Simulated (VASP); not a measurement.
# ZnS (F-43m) in VASP: notebook

Aim: see how the results for ZnS move with the level of theory and the settings. Levels: PBE+D4, PBE0, PBEsol. Tasks: relaxation of cell and atoms, single point.

Program: VASP 6.6.1. These are calculated values, not measurements. Logs are shortened: lines on timing, memory, paths and dates and some standing lists are left out, and cuts for length are marked.

**The experiment to reproduce.**

From “Electronic, vibrational, and thermodynamic properties of ZnS (zincblende and rocksalt structure)”, 2009, arxiv:0911.5022, for a bulk crystal of ZnS at 19 K: band gap 3.85 eV (direct).

The runs below are set against these values where they give the same quantity.

## (1) The cell of the first run

Symmetry: F-43m, No. 216, cubic system. Conventional cell: a = 5.404 Å, b = 5.404 Å, c = 5.404 Å, α = 90.00°, β = 90.00°, γ = 90.00°. Zn (site symmetry -43m) has 4 S at 2.34 Å within 3.1 Å. Within 3.1 Å of S (site symmetry -43m) lie 4 Zn at 2.34 Å.

## (2) Relaxation of cell and atoms, PBE+D4

Input file INCAR:

```
PREC = Accurate ; ENCUT = 500
EDIFF = 1E-7 ; ISMEAR = -1
SIGMA = 0.05 ; LREAL = False
LASPH = True ; NELM = 120
ALGO = Normal ; ISIF = 3
LWAVE = False ; LCHARG = False
GGA = PE ; IVDW = 13
IBRION = 2 ; NSW = 80
EDIFFG = -0.02 ; GGA_COMPAT = False
NELMIN = 4
```

Input file KPOINTS:

```
Automatic mesh
0
Gamma
  9 9 9
```

Input file POSCAR:

```
ZnS
1.0
    0.0000000000      2.7020000000      2.7020000000
    2.7020000000      0.0000000000      2.7020000000
    2.7020000000      2.7020000000      0.0000000000
Zn S
1 1
Direct
    0.7500000000      0.7500000000      0.7500000000
    0.0000000000      0.0000000000      0.0000000000
```

Potentials or basis: VASP PAW PBE potentials, release 64 (Zn, S).

Launch:

```sh
cat potpaw_PBE.64/Zn/POTCAR potpaw_PBE.64/S/POTCAR > POTCAR
mpirun -np 1 vasp_std > vasp.out
```

OUTCAR:

```text
PREC = Accurate
   ENCUT = 500
   EDIFF = 1E-7
   ISMEAR = -1
   LREAL = False
   LASPH = True
   NELM = 120
   ISIF = 3
   GGA = PE
   IVDW = 13
   IBRION = 2
   NSW = 80
   EDIFFG = -0.02
   NELMIN = 4

 ion  position               nearest neighbor table
   1  0.750  0.750  0.750-   2 2.34   2 2.34   2 2.34   2 2.34
   2  0.000  0.000  0.000-   1 2.34   1 2.34   1 2.34   1 2.34

  LATTYP: Found a face centered cubic cell.
 ALAT       =     5.4040000000

  Lattice vectors:

 A1 = (   0.0000000000,   2.7020000000,   2.7020000000)
 A2 = (   2.7020000000,   0.0000000000,   2.7020000000)
 A3 = (   2.7020000000,   2.7020000000,   0.0000000000)

Analysis of symmetry for initial positions (statically):
=====================================================================
 Subroutine PRICEL returns:
 Original cell was already a primitive cell.

 Routine SETGRP: Setting up the symmetry group for a
 face centered cubic supercell.

 Subroutine GETGRP returns: Found 24 space group operations
 (whereof 24 operations were pure point group operations)
 out of a pool of 48 trial point group operations.

The static configuration has the point symmetry T_d .

Analysis of symmetry for dynamics (positions and initial velocities):
=====================================================================
 Subroutine PRICEL returns:
 Original cell was already a primitive cell.

 Routine SETGRP: Setting up the symmetry group for a
 face centered cubic supercell.

 Subroutine GETGRP returns: Found 24 space group operations
 (whereof 24 operations were pure point group operations)
 out of a pool of 48 trial point group operations.

The dynamic configuration has the point symmetry T_d .

 Subroutine INISYM returns: Found 24 space group operations
 (whereof 24 operations are pure point group operations),
 and found     1 'primitive' translations

----------------------------------------------------------------------------------------

                                     Primitive cell

  volume of cell :      39.4535

  direct lattice vectors                    reciprocal lattice vectors
     0.000000000  2.702000000  2.702000000    -0.185048113  0.185048113  0.185048113
     2.702000000  0.000000000  2.702000000     0.185048113 -0.185048113  0.185048113
     2.702000000  2.702000000  0.000000000     0.185048113  0.185048113 -0.185048113

  length of vectors
     3.821205046  3.821205046  3.821205046     0.320512733  0.320512733  0.320512733

  position of ions in fractional coordinates (direct lattice)
     0.750000000  0.750000000  0.750000000
     0.000000000  0.000000000  0.000000000

  ion indices of the primitive-cell ions
   primitive index   ion index
                 1           1
                 2           2

----------------------------------------------------------------------------------------

 KPOINTS: Automatic mesh

Automatic generation of k-mesh.
 Grid dimensions read from file:
 generate k-points for:    9    9    9

 Generating k-lattice:

  Cartesian coordinates                     Fractional coordinates (reciprocal lattice)
    -0.020560901  0.020560901  0.020560901     0.111111111  0.000000000  0.000000000
     0.020560901 -0.020560901  0.020560901     0.000000000  0.111111111  0.000000000
     0.020560901  0.020560901 -0.020560901     0.000000000  0.000000000  0.111111111

  Length of vectors
     0.035612526  0.035612526  0.035612526

  Shift w.r.t. Gamma in fractional coordinates (k-lattice)
     0.000000000  0.000000000  0.000000000

 Subroutine IBZKPT returns following result:
 ===========================================

 Found     35 irreducible k-points:

 Following reciprocal coordinates:
            Coordinates               Weight
  0.000000  0.000000  0.000000      1.000000
  0.111111  0.000000  0.000000      8.000000
  0.222222  0.000000  0.000000      8.000000
  0.333333  0.000000  0.000000      8.000000
  0.444444  0.000000  0.000000      8.000000
  0.111111  0.111111  0.000000      6.000000
[... 16 lines left out ...]
 -0.333333  0.333333  0.000000     12.000000
  0.444444  0.444444  0.000000      6.000000
 [... further k-points ...]
   k-points           NKPTS =     35   k-points in BZ     NKDIM =     35   number of bands    NBANDS=     13
   number of dos      NEDOS =    301   number of ions     NIONS =      2
   total plane-waves  NPLWV =  21952
   dimension x,y,z NGX =    28 NGY =   28 NGZ =   28
   dimension x,y,z NGXF=    56 NGYF=   56 NGZF=   56
   ions per type =               1   1
   NGX,Y,Z   is equivalent  to a cutoff of  12.18, 12.18, 12.18 a.u.
   NGXF,Y,Z  is equivalent  to a cutoff of  24.36, 24.36, 24.36 a.u.
 SYSTEM =  unknown system
   PREC   = accura    normal or accurate (medium, high low for compatibility)
   ISTART =      0    job   : 0-new  1-cont  2-samecut
   ICHARG =      2    charge: 1-file 2-atom 10-const
   ISPIN  =      1    spin polarized calculation?
   LNONCOLLINEAR =      F non collinear calculations
   LSORBIT =      F    spin-orbit coupling
   LASPH  =      T    aspherical Exc in radial PAW
   ENCUT  =  500.0 eV  36.75 Ry    6.06 a.u.   6.97  6.97  6.97*2*pi/ulx,y,z
   NELM   =    120;   NELMIN=  4; NELMDL= -5     # of ELM steps
   EDIFF  = 0.1E-06   stopping-criterion for ELM
   LREAL  =      F    real-space projection
   EDIFFG = -.2E-01   stopping-criterion for IOM
   NSW    =     80    number of steps for IOM
   IBRION =      2    ionic relax: 0-MD 1-quasi-New 2-CG
   NFREE  =      1    steps in history (QN), initial steepest desc. (CG)
   ISIF   =      3    stress and relaxation
   ISYM   =      2    0-nonsym 1-usesym 2-fastsym
   POTIM  = 0.5000    time-step for ionic-motion
   TEBEG  =    0.0;   TEEND  =   0.0 temperature during run
   PSTRESS=    0.0 pullay stress
   NELECT =      18.0000    total number of electrons
   NUPDOWN=      -1.0000    fix difference up-down
   EMIN   =  10.00;   EMAX   =-10.00  energy-range for DOS
   EFERMI =   0.00;   METHOD = LEGACY
   ISMEAR =    -1;   SIGMA  =   0.05  broadening in eV -4-tet -1-fermi 0-gaus
   EFERMI_NEDOS =   21; number of points for ismear=-14 and -15
   IALGO  =     38    algorithm
   IMIX   =      4    mixing-type and parameters
     AMIX     =   0.40;   BMIX     =  1.00
     AMIX_MAG =   1.60;   BMIX_MAG =  1.00
  volume/ion in A,a.u.               =      19.73       133.12
  Fermi-wavevector in a.u.,A,eV,Ry     =   1.260290  2.381602 21.610537  1.588330
  Thomas-Fermi vector in A             =   2.393807
   LORBIT       =      0    0 simple, 1 ext, 2 COOP (PROOUT), +10 PAW based schemes
   GGA     = PE    functional components
   LHFCALC =     F    Hartree Fock is set to
   AEXX    =    0.0000 exact exchange contribution
   IVDW    =    13    specifies the selected vdW correction
   LEPSILON=     F    determine dielectric tensor
   LRPA    =     F    only Hartree local field effects (RPA)
 conjugate gradient relaxation of ions
 non-spin polarized calculation
  energy-cutoff  :      500.00
  volume of cell :       39.45
 maximum number of plane-waves:      1018
   NGX = 13   NGY = 13   NGZ = 13

--------------------------------------- Ionic step        1  -------------------------------------------

 number of electron      18.0000000 magnetization

 Free energy of the ion-electron system (eV)
  ---------------------------------------------------
  ext. energy  EPLUGINS =         0.00000000
  ---------------------------------------------------
  free energy    TOTEN  =        -6.84703867 eV

  energy without entropy =       -6.84703867  energy(sigma->0) =       -6.84703867

------------------------ aborting loop because EDIFF is reached ----------------------------------------

  DFT-D4 for vdW energy calculation

  Edisp (eV):   -0.61169

  FORCE on cell =-STRESS in cart. coord.  units (eV):
  Direction    XX          YY          ZZ          XY          YZ          ZX
  --------------------------------------------------------------------------------------
  -------------------------------------------------------------------------------------
  Total      -0.23287    -0.23287    -0.23287    -0.00000    -0.00000    -0.00000
  in kB      -9.45657    -9.45657    -9.45657    -0.00000    -0.00000    -0.00000
  external pressure =       -9.46 kB  Pullay stress =        0.00 kB
[... 61 lines left out ...]
  energy  without entropy=       -7.4600180359  energy(sigma->0) =       -7.46001804

--------------------------------------- Ionic step        3  -------------------------------------------

 number of electron      18.0000008 magnetization

 Free energy of the ion-electron system (eV)
  ---------------------------------------------------
  ext. energy  EPLUGINS =         0.00000000
  ---------------------------------------------------
  free energy    TOTEN  =        -6.84017494 eV

  energy without entropy =       -6.84017494  energy(sigma->0) =       -6.84017494

 E-fermi :   3.2414     XC(G=0):  -9.6892

 val. band max:        2.2246135620   @ k =   0.0000   0.0000   0.0000
 cond. band min:       4.3944862066   @ k =   0.0000   0.0000   0.0000
 fundamental gap:      2.1698726445
 Fermi energy:         3.2413604216

 k-point     1 :       0.0000    0.0000    0.0000
  band No.  band energies     occupation
      1     -11.0041      2.00000
      2      -4.1648      2.00000
      3      -4.1648      2.00000
      4      -4.1648      2.00000
      5      -3.6515      2.00000
      6      -3.6515      2.00000
      7       2.2246      2.00000
      8       2.2246      2.00000
      9       2.2246      2.00000
     10       4.3945      0.00000
     11       8.6124      0.00000
     12       8.6124      0.00000
     13       8.6124      0.00000
[... 353 lines left out ...]
 k-point    24 :       0.4444    0.4444    0.0000
  band No.  band energies     occupation
      1      -9.7801      2.00000
      2      -4.2060      2.00000
      3      -3.8262      2.00000
      4      -3.8262      2.00000
      5      -3.5758      2.00000
      6      -3.4926      2.00000
      7      -2.2155      2.00000
      8       0.0170      2.00000
      9       0.0170      2.00000
     10       5.6641      0.00000
     11       6.3557      0.00000
     12      13.0327      0.00000
     13      13.8426      0.00000

 [... further k-points ...]

------------------------ aborting loop because EDIFF is reached ----------------------------------------

  DFT-D4 for vdW energy calculation

  Edisp (eV):   -0.62002

  FORCE on cell =-STRESS in cart. coord.  units (eV):
  Direction    XX          YY          ZZ          XY          YZ          ZX
  --------------------------------------------------------------------------------------
  -------------------------------------------------------------------------------------
  Total       0.00171     0.00171     0.00171    -0.00000     0.00000    -0.00000
  in kB       0.07017     0.07017     0.07017    -0.00000     0.00000    -0.00000
  external pressure =        0.07 kB  Pullay stress =        0.00 kB
[... 17 lines left out ...]
  FREE ENERGIE OF THE ION-ELECTRON SYSTEM (eV)
  ---------------------------------------------------
  free  energy   TOTEN  =        -7.4601978738 eV

  energy  without entropy=       -7.4601978737  energy(sigma->0) =       -7.46019787

 reached required accuracy - stopping structural energy minimisation
```

Wall time 33 s (1 thread of Intel Xeon Platinum 8259CL at 2.50GHz (Skylake/Cascade Lake), shared host); peak memory 0.16 GiB.

Results:

| Item | Value |
| --- | --- |
| Free energy | -7.4602 eV |
| Relaxed volume | 19.48 Å³/atom |
| Relaxed cell | a = 3.805 Å, b = 3.805 Å, c = 3.805 Å, α = 60.00°, β = 60.00°, γ = 60.00° |
| Space group after relaxing (to 0.1 Å) | F-43m (No. 216) |
| Energy gained by relaxing | 0.7 meV/atom |
| Ionic steps | 3 |
| Pressure after relaxing | 0.0 GPa |
| Band gap on the k mesh | 2.17 eV |
| Dispersion energy per atom | -0.310 eV |

The path:
```csv
step,energy change (eV),largest force (eV/Å),pressure (GPa),volume (Å³)
1,0.0000,0.0000,-0.95,39.45
2,-0.0013,0.0000,0.34,38.79
3,-0.0015,0.0000,0.01,38.96
```

Final structure:
```xyz
2
Lattice="0.0000 2.6907 2.6907 2.6907 0.0000 2.6907 2.6907 2.6907 0.0000" Properties=species:S:1:pos:R:3 pbc="T T T"
Zn    4.0361    4.0361    4.0361
S     0.0000    0.0000    0.0000
```

Levels at points of the mesh, in eV from the valence-band top:
| k point | band 5 | band 6 | band 7 | band 8 | band 9 | band 10 | band 11 | band 12 | band 13 |
| --- | --- | --- | --- | --- | --- | --- | --- | --- | --- |
| (0.00, 0.00, 0.00) | -5.88 | -5.88 | 0.00 | 0.00 | 0.00 | 2.17 | 6.39 | 6.39 | 6.39 |

## (3) Single point, PBE0

This run uses another cell than the first one, of 19.91 Å³/atom.

Input file POSCAR:

```
ZnS
1.0
    0.0000000000      2.7105163366      2.7105163366
    2.7105163366      0.0000000000      2.7105163366
    2.7105163366      2.7105163366      0.0000000000
Zn S
1 1
Direct
    0.7500000000      0.7500000000      0.7500000000
    0.0000000000      0.0000000000      0.0000000000
```

Input file INCAR.step1:

```
SYSTEM = ZnS
  ALGO = Normal
  EDIFF = 1E-5
  ENCUT = 520
  GGA = PE
  ISIF = 2
  ISMEAR = -1
  LASPH = .True.
  LREAL = .False.
  LWAVE = .True.
  NBANDS = 16
  NELM = 60
  PREC = Accurate
  SIGMA = 0.05
```

Input file INCAR.step2:

```
SYSTEM = ZnS
  AEXX = 0.25
  ALGO = Normal
  EDIFF = 1E-6
  ENCUT = 520
  GGA = PE
  ISIF = 2
  ISMEAR = -1
  ISTART = 1
  LASPH = .True.
  LCHARG = .True.
  LELF = .True.
  LHFCALC = .True.
  LREAL = .False.
  LVHAR = .True.
  LWAVE = .False.
  NBANDS = 16
  NELM = 60
  PREC = Accurate
  PRECFOCK = Normal
  SIGMA = 0.05
```

Input file KPOINTS:

```
k-points
0
Gamma
  5 5 5
  0 0 0
```

Potentials or basis: VASP PAW PBE potentials, release 64 (Zn, S).

Launch:

```sh
cat potpaw_PBE.64/Zn/POTCAR potpaw_PBE.64/S/POTCAR > POTCAR
cp INCAR.step1 INCAR
mpirun -np 1 vasp_std > vasp.out
cp INCAR.step2 INCAR
mpirun -np 1 vasp_std > vasp.out
```

Wall time 19 min (1 thread of Intel Xeon Platinum 8259CL at 2.50GHz (Skylake/Cascade Lake), shared host); peak memory 0.18 GiB.

It converged, with:

| Item | Value |
| --- | --- |
| Free energy | -8.9417 eV |
| Pressure | -0.1 GPa |
| Band gap on the k mesh | 3.99 eV |

Levels at points of the mesh, in eV from the valence-band top:
```
           k point  band 5  band 6  band 7  band 8  band 9  band 10  band 11  band 12  band 13  band 14
(0.00, 0.00, 0.00)   -7.43   -7.43    0.00    0.00    0.00     3.99     8.43     8.43     8.43    13.95
```

Caveat: the PAW data sets were made with another functional, which shifts forces and pressure a little.

## (4) Single point, PBEsol

This run uses another cell than the first one, of 15.28 Å³/atom.

Input file INCAR:

```
SYSTEM = ZnS
PREC = Accurate
ENCUT = 520
EDIFF = 1E-7
ISMEAR = -1
SIGMA = 0.05
LREAL = .False.
LASPH = .True.
NELM = 60
ALGO = Normal
ISIF = 2
LWAVE = .False.
LCHARG = .False.
GGA = PS
NBANDS = 16
```

Input file KPOINTS:

```
regular mesh
0
Gamma
  9 9 9
  0 0 0
```

Input file POSCAR:

```
ZnS
1.0
    0.0000000000      2.4817210932      2.4817210932
    2.4817210932      0.0000000000      2.4817210932
    2.4817210932      2.4817210932      0.0000000000
Zn S
1 1
Direct
    0.7500000000      0.7500000000      0.7500000000
    0.0000000000      0.0000000000      0.0000000000
```

Launch:

```sh
cat potpaw_PBE.64/Zn/POTCAR potpaw_PBE.64/S/POTCAR > POTCAR
mpirun -np 1 vasp_std > vasp.out
```

It took 17 s on 1 thread of Intel Xeon 8259CL, shared host; peak memory 0.16 GiB.

Results (log left out):

| Quantity | Value |
| --- | --- |
| Free energy | -6.9756 eV |
| Pressure | 30.4 GPa |
| Band gap on the k mesh | 2.62 eV (least direct gap 3.15 eV) |

Levels at points of the mesh, in eV from the valence-band top:
```
           k point  band 5  band 6  band 7  band 8  band 9  band 10  band 11  band 12  band 13  band 14
(0.00, 0.00, 0.00)   -6.96   -6.96    0.00    0.00    0.00     3.15     5.97     5.97     5.97    11.97
```

Caveat: the cell stands under pressure; the PAW data sets were made with another functional, which shifts forces and pressure a little; an odd mesh through Γ misses points on the zone boundary, where band edges can lie.

## (5) Summary

```tsv
task	level	cell	k mesh	cutoff (eV)	grid for exact exchange (PRECFOCK)	share of exact exchange	gap on the mesh (eV)	pressure (GPa)
relaxation of cell and atoms	PBE+D4	relaxed from a = 3.821 Å, angles 60.0°, 2 atoms	9 × 9 × 9	500	-	-	2.17	0.0
single point	PBE0	a = 3.833 Å, angles 60.0°, 2 atoms	5 × 5 × 5	520	Normal	0.25	3.99	-0.1
single point	PBEsol	a = 3.510 Å, angles 60.0°, 2 atoms	9 × 9 × 9	520	-	-	2.62	30.4
```

Alike in all rows: potentials or basis VASP PAW PBE potentials, release 64 (Zn, S); no spin polarisation; smearing fermi-dirac 0.05 eV.

Caveats: the PAW data sets were made with another functional, which shifts forces and pressure a little (at least some runs); the cell stands under pressure (at least some runs); an odd mesh through Γ misses points on the zone boundary, where band edges can lie (at least some runs).

Total energies depend on the potentials used, so only differences within one code and one set of settings carry meaning.

## (6) How close it comes

Step 3. A measured gap of ZnS is 3.85 eV (direct; 19 K; quoted in “Electronic, vibrational, and thermodynamic properties of ZnS (zincblende and rocksalt structure)”, 2009, arxiv:0911.5022); the calculated 3.99 eV misses it by +0.14 eV. The value is that of PBE0, without temperature or zero-point motion.
